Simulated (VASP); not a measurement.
# CoSi2 (Fm-3m) in VASP: further runs, part 2 of 2

VASP 6.6.1. The steps go on from the part before.

### 4 Relaxation of cell and atoms, PBE, target pressure 1 GPa, at which the enthalpy is minimised

This run uses another cell than the first one, of 12.71 Å³/atom.

INCAR

```
SYSTEM = CoSi2
ALGO = Normal
EDIFF = 1E-6
EDIFFG = -0.008
ENCUT = 600
GGA = PE
IBRION = 2
ISIF = 3
ISMEAR = 0
LASPH = .TRUE.
LCHARG = .FALSE.
LREAL = .FALSE.
LWAVE = .FALSE.
NELM = 80
NSW = 70
PREC = Accurate
PSTRESS = 10.0
SIGMA = 0.1
```

KPOINTS

```
k-points
0
G
  14 14 14
  0 0 0
```

POSCAR

```
CoSi2
1.0
    0.0000000000      2.6711869206      2.6711869206
    2.6711869206      0.0000000000      2.6711869206
    2.6711869206      2.6711869206      0.0000000000
Co Si
1 2
Direct
    0.0000000000      0.0000000000      0.0000000000
    0.2500000000      0.2500000000      0.2500000000
    0.7500000000      0.7500000000      0.7500000000
```

Potentials or basis: VASP PAW PBE potentials, release 64 (Co, Si).

Command:

```sh
> cat potpaw_PBE.64/Co/POTCAR potpaw_PBE.64/Si/POTCAR > POTCAR
> mpirun -np 1 vasp_std > vasp.out
```

OUTCAR:

```text
SYSTEM = CoSi2
   EDIFF = 1E-6
   EDIFFG = -0.008
   ENCUT = 600
   GGA = PE
   IBRION = 2
   ISIF = 3
   ISMEAR = 0
   LASPH = .TRUE.
   LREAL = .FALSE.
   NELM = 80
   NSW = 70
   PREC = Accurate
   PSTRESS = 10.0

 ion  position               nearest neighbor table
   1  0.000  0.000  0.000-   3 2.31   3 2.31   3 2.31   2 2.31   2 2.31   2 2.31   3 2.31   2 2.31

   2  0.250  0.250  0.250-   1 2.31   1 2.31   1 2.31   1 2.31   3 2.67   3 2.67   3 2.67   3 2.67
                             3 2.67   3 2.67
   3  0.750  0.750  0.750-   1 2.31   1 2.31   1 2.31   1 2.31   2 2.67   2 2.67   2 2.67   2 2.67
                             2 2.67   2 2.67

  LATTYP: Found a face centered cubic cell.
 ALAT       =     5.3423738412

  Lattice vectors:

 A1 = (   0.0000000000,   2.6711869206,   2.6711869206)
 A2 = (   2.6711869206,   0.0000000000,   2.6711869206)
 A3 = (   2.6711869206,   2.6711869206,   0.0000000000)

Analysis of symmetry for initial positions (statically):
=====================================================================
 Subroutine PRICEL returns:
 Original cell was already a primitive cell.

 Routine SETGRP: Setting up the symmetry group for a
 face centered cubic supercell.

 Subroutine GETGRP returns: Found 48 space group operations
 (whereof 48 operations were pure point group operations)
 out of a pool of 48 trial point group operations.
[... 174 lines left out ...]
  Total        0.3906946      0.3906946      0.3906946      0.0000000      0.0000000     -0.0000000
  in kB       16.4212113     16.4212113     16.4212113      0.0000000      0.0000000     -0.0000000
  external PRESSURE =       6.4212113 kB  Pullay stress =      10.0000000 kB
[... 65 lines left out ...]
--------------------------------------- Ionic step        3  -------------------------------------------

 number of electron      17.0000004 magnetization

 Free energy of the ion-electron system (eV)
  ---------------------------------------------------
  ext. energy  EPLUGINS =         0.00000000
  ---------------------------------------------------
  free energy    TOTEN  =       -19.29662364 eV

  energy without entropy =      -19.29148290  energy(sigma->0) =      -19.29405327

 E-fermi :  10.1629     XC(G=0): -11.7660

 val. band max:       10.1605613339   @ k =   0.4286   0.2143   0.0714
 cond. band min:      10.1790994711   @ k =   0.3571   0.0714   0.0000
 fundamental gap:      0.0185381373
 Fermi energy:        10.1629442353

 k-point     1 :       0.0000    0.0000    0.0000
  band No.  band energies     occupation
      1      -3.0068      2.00000
      2       6.0543      2.00000
      3       6.0543      2.00000
      4       6.0543      2.00000
      5       8.2298      2.00000
      6       8.2298      2.00000
      7      10.9506      0.00000
      8      13.5760      0.00000
      9      13.5760      0.00000
     10      13.5760      0.00000
     11      13.6021      0.00000
     12      13.6021      0.00000
[... 331 lines left out ...]
 k-point    24 :       0.2857    0.1429    0.0000
  band No.  band energies     occupation
      1      -1.8824      2.00000
      2       4.2860      2.00000
      3       6.1921      2.00000
      4       6.2672      2.00000
      5       7.4025      2.00000
      6       8.4082      2.00000
      7       9.2560      2.00000
      8      10.2621      0.16087
      9      10.8906      0.00000
     10      12.0938      0.00000
     11      14.3277      0.00000
     12      15.0250      0.00000

 [... further k-points ...]
[... 5 lines left out ...]
  --------------------------------------------------------------------------------------
  -------------------------------------------------------------------------------------
  Total        0.2386228      0.2386228      0.2386228     -0.0000000     -0.0000000      0.0000000
  in kB        9.9961079      9.9961079      9.9961079     -0.0000000     -0.0000000      0.0000000
  external PRESSURE =      -0.0038921 kB  Pullay stress =      10.0000000 kB
[... 22 lines left out ...]
  energy  without entropy=      -19.2914828958  energy(sigma->0) =      -19.29405327

  enthalpy is  TOTEN    =       -19.0579079639 eV   P V=        0.2387156721

 reached required accuracy - stopping structural energy minimisation
```

OSZICAR:

```text
N       E                     dE             d eps       ncg     rms          rms(c)
DAV:   1     0.770577028374E+02    0.77058E+02   -0.77970E+03  2496   0.152E+03
DAV:   2    -0.157375105256E+02   -0.92795E+02   -0.86487E+02  2512   0.271E+02
DAV:   3    -0.205875676443E+02   -0.48501E+01   -0.46512E+01  3252   0.703E+01
DAV:   4    -0.207084081854E+02   -0.12084E+00   -0.12026E+00  3028   0.105E+01
[... 21 lines left out ...]
DAV:   2    -0.193101544069E+02   -0.10227E-01   -0.10385E-01  3288   0.711E+00    0.948E-01
DAV:   3    -0.192966822872E+02    0.13472E-01   -0.53584E-02  3280   0.522E+00    0.941E-02
DAV:   4    -0.192966386142E+02    0.43673E-04   -0.96617E-04  2576   0.264E-01    0.371E-02
DAV:   5    -0.192966240889E+02    0.14525E-04   -0.49663E-05  3576   0.140E-01    0.125E-02
DAV:   6    -0.192966236359E+02    0.45295E-06   -0.49153E-06  2992   0.258E-02
   3 F= -.19057908E+02 E0= -.19055338E+02  d E =-.242966E-03
```

CONTCAR:

```text
CoSi2
   1.00000000000000
     0.0000000000000000    2.6741586734930980    2.6741586734930980
     2.6741586734930980    0.0000000000000000    2.6741586734930980
     2.6741586734930980    2.6741586734930980   -0.0000000000000000
  Co              Si
     1     2
Direct
     0.0000000000000000    0.0000000000000000    0.0000000000000000
     0.2500000000000000    0.2500000000000000    0.2500000000000000
     0.7500000000000000    0.7500000000000000    0.7500000000000000

  0.00000000E+00  0.00000000E+00  0.00000000E+00
  0.00000000E+00  0.00000000E+00  0.00000000E+00
  0.00000000E+00  0.00000000E+00  0.00000000E+00
```

It took 50 s on 1 thread of AMD EPYC 9R45 (Zen 5), shared host; peak memory 0.19 GiB.

What came out:

* Free energy: -19.2966 eV
* Relaxed volume: 12.75 Å³/atom
* Relaxed cell: a = 3.782 Å, b = 3.782 Å, c = 3.782 Å, α = 60.00°, β = 60.00°, γ = 60.00°
* Space group after relaxing (to 0.1 Å): Fm-3m (No. 225)
* Energy change on relaxing (the run minimises the enthalpy): -0.3 meV/atom
* Ionic steps: 3
* Pressure after relaxing: 1.0 GPa
* Band gap on the k mesh: zero (an odd number of electrons rules out a gap without spin polarisation)

Step by step:
```csv
step,energy change (eV),largest force (eV/Å),pressure (GPa),volume (Å³)
1,0.0000,0.0000,1.64,38.12
2,-0.0016,0.0000,0.23,38.40
3,-0.0010,0.0000,1.00,38.25
```

Final structure:
```
CELL_PARAMETERS angstrom
0.00000 2.67416 2.67416
2.67416 0.00000 2.67416
2.67416 2.67416 0.00000
ATOMIC_POSITIONS crystal
Co 0.00000 0.00000 0.00000
Si 0.25000 0.25000 0.25000
Si 0.75000 0.75000 0.75000
```

Levels at points of the mesh, in eV from the Fermi level:
```csv
k point,band 5,band 6,band 7,band 8,band 9,band 10,band 11,band 12
"(0.00, 0.00, 0.00)",-1.93,-1.93,0.79,3.41,3.41,3.41,3.44,3.44
"(0.50, 0.00, 0.00)",-2.19,-1.65,-1.65,-0.49,-0.49,2.70,3.41,3.41
"(0.50, 0.50, 0.00)",-3.68,-1.98,-1.98,-1.94,-1.35,1.58,2.92,8.55
```

Caveat: the cell is relaxed towards a set pressure, so the run minimises the enthalpy, not the energy; the run has no spin polarisation, though such a crystal can be magnetic.

### 5 Summary

| task | cell | k mesh | cutoff (eV) | smearing | gap on the mesh (eV) | pressure (GPa) |
| --- | --- | --- | --- | --- | --- | --- |
| single point | a = 3.790 Å, angles 60.0°, 3 atoms, atomic positions A | 16 × 16 × 16 | 520 | gaussian 0.15 eV | none | -0.2 |
| single point | a = 5.360 Å, 12 atoms, atomic positions B | 10 × 10 × 10 | 520 | gaussian 0.15 eV | none | -0.2 |
| relaxation of cell and atoms | relaxed to 1 GPa from a = 3.778 Å, angles 60.0°, 3 atoms, atomic positions A | 14 × 14 × 14 | 600 | gaussian 0.1 eV | none | 1.0 |

Alike in all rows: level PBE; potentials or basis VASP PAW PBE potentials, release 64 (Co, Si); no spin polarisation.

Caveats: the run has no spin polarisation, though such a crystal can be magnetic; the cell is relaxed towards a set pressure, so the run minimises the enthalpy, not the energy (at least some runs).

Total energies depend on the potentials used, so only differences within one code and one set of settings carry meaning.

The gap in the log of VASP goes by the Fermi energy; the results here count the filled bands.